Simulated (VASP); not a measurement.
Runs of VASP 6.6.1 on BaS (zincblende type). The structure is that of space group F-43m (No. 216), or close to it. The cells are those of the table. 

```tsv
task	level	potentials or basis	spin	cell	cutoff (eV)	gap on the mesh (eV)	pressure (GPa)	relaxed volume (Å³/atom)
single point	PBE	VASP PAW PBE potentials, release 64 (Ba_sv, S)	off	a = 4.973 Å, angles 60.0°, 2 atoms	520	(b)	0.5	-
electric field gradients	r2SCAN	VASP PAW PBE potentials, release 64 (Ba_sv, S)	off	a = 4.973 Å, angles 60.0°, 2 atoms	520	3.11	0.5	-
relaxation of cell and atoms	PBE	VASP PAW PBE potentials, release 64 (Ba_sv, S)	off	relaxed from a = 4.553 Å, angles 60.0°, 2 atoms	600	2.77	0.0	44.18
single point	PBE	VASP PAW PBE potentials, release 64 (Ba_sv, S)	non-collinear, zero start, SOC	a = 4.973 Å, angles 60.0°, 2 atoms	520	-	(c)	-
electric field gradients	LDA	VASP PAW LDA potentials, release 64 (Ba_sv, S)	off	a = 4.973 Å, angles 60.0°, 2 atoms	520	2.48	-1.6	-
single point	LDA	VASP PAW LDA potentials, release 64 (Ba_sv, S)	off	a = 4.973 Å, angles 60.0°, 2 atoms	520	2.48	-1.6	-
single point	LDA	VASP PAW LDA potentials, release 64 (Ba_sv, S)	off	a = 4.855 Å, angles 60.0°, 2 atoms	520	2.57	(a)	-
electric field gradients	PBEsol	VASP PAW PBE potentials, release 64 (Ba_sv, S)	off	a = 4.973 Å, angles 60.0°, 2 atoms	520	2.66	-0.7	-
single point	PBEsol	VASP PAW PBE potentials, release 64 (Ba_sv, S)	off	a = 4.973 Å, angles 60.0°, 2 atoms	520	2.66	-0.7	-
relaxation of cell and atoms	LDA	VASP PAW LDA potentials, release 64 (Ba_sv, S)	off	relaxed from a = 4.553 Å, angles 60.0°, 2 atoms	600	2.55	0.0	41.17
```

Alike in all rows: k mesh 9 × 9 × 9; smearing fermi-dirac 0.08 eV.

Problem. Estimate the missing entries.

Solution. (a) 0.6; (b) 2.79; (c) 0.4.

Caveats: spin-orbit coupling is left out, which moves the levels of the heavy elements (at least some runs); an odd mesh through Γ misses points on the zone boundary, where band edges can lie (at least some runs); the PAW data sets were made with another functional, which shifts forces and pressure a little (at least some runs); the volume moved by over 15 % at a fixed basis, so the end points are rough (at least some runs).

A k mesh can miss the band edges, and rows without SOC leave out spin-orbit coupling on Ba.
